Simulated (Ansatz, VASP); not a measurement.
# LaH: VASP beside Ansatz

```xyz
2
Lattice="3.3995 0.0000 0.0000 0.0000 3.3995 0.0000 0.0000 0.0000 3.7153" Properties=species:S:1:pos:R:3 pbc="T T T"
La    0.0000    0.0000    1.8576
H     1.6997    1.6997    1.8576
```

Alike in both runs: functional PBE; k mesh 6 × 6 × 5; occupations gaussian, width 0.2 eV; no spin polarisation.

Ansatz relaxed the structure, and its values are those at the end. VASP's run is a single point on that final structure, the one shown.

|  | VASP | Ansatz |
| --- | --- | --- |
| version | VASP 6.6.1 | Ansatz 0.2.0 |
| potentials or method | VASP PAW PBE potentials, release 64 (La, H), cutoff 500 eV | scalar-relativistic, plane waves, PAW |
| valence electrons in the cell | 12 | 12 |

|  | VASP | Ansatz | Ansatz less VASP |
| --- | --- | --- | --- |
| gap on the k mesh at the Fermi level (eV) | none | none | - |
| pressure (GPa) | 0.0 | 0.1 | +0.08 |

A gap of «none» marks a metal or a gap that the smearing closes. With one functional, cell and mesh, what is left measures potentials, basis and numerics.

Neither program's run includes spin-orbit coupling.
